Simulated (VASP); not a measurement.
Here is a VASP 6.6.1 calculation.

File INCAR:

```
  PREC = Accurate
  ENCUT = 520
  EDIFF = 1E-6
  ISMEAR = 0
  SIGMA = 0.05
  LREAL = False
  LASPH = True
  NELM = 80
  ALGO = Normal
  ISIF = 2
  LWAVE = False
  LCHARG = False
  GGA = CA
  NBANDS = 26
```

The input KPOINTS:

```
Automatic mesh
0
Gamma
  8 8 8
```

Contents of POSCAR:

```
C
1.0
   -2.4103983070      2.4103983070      2.4103983070
    2.4103983070     -2.4103983070      2.4103983070
    2.4103983070      2.4103983070     -2.4103983070
C
8
Direct
    0.3606739053      0.0352028183      0.0704056367
    0.6745289130      0.6745289130      0.6745289130
    0.0000000000      0.3254710870      0.0000000000
    0.0000000000      0.0000000000      0.3254710870
    0.0000000000      0.6745289130      0.0000000000
    0.3254710870      0.3254710870      0.3254710870
    0.6745289130      0.0000000000      0.0000000000
    0.0000000000      0.0000000000      0.6745289130
```

Potentials or basis: VASP PAW LDA potentials, release 64 (C).

Command:

```bash
$ cat potpaw_LDA.64/C/POTCAR > POTCAR
$ mpirun -np 1 vasp_std > vasp.out
```

(1) What does it give for the pressure?

(2) Predict the largest force.

Results:

(1) 3.7 GPa.

(2) 8.194 eV/Å.

Caveat: the cell differs from its parent crystal (atom 1 (C) moved +0.240 Å along Cartesian [1 1 0]); the cell stands under pressure; forces of over 1 eV/Å act on the atoms, so gaps and moduli don't describe the material at rest.
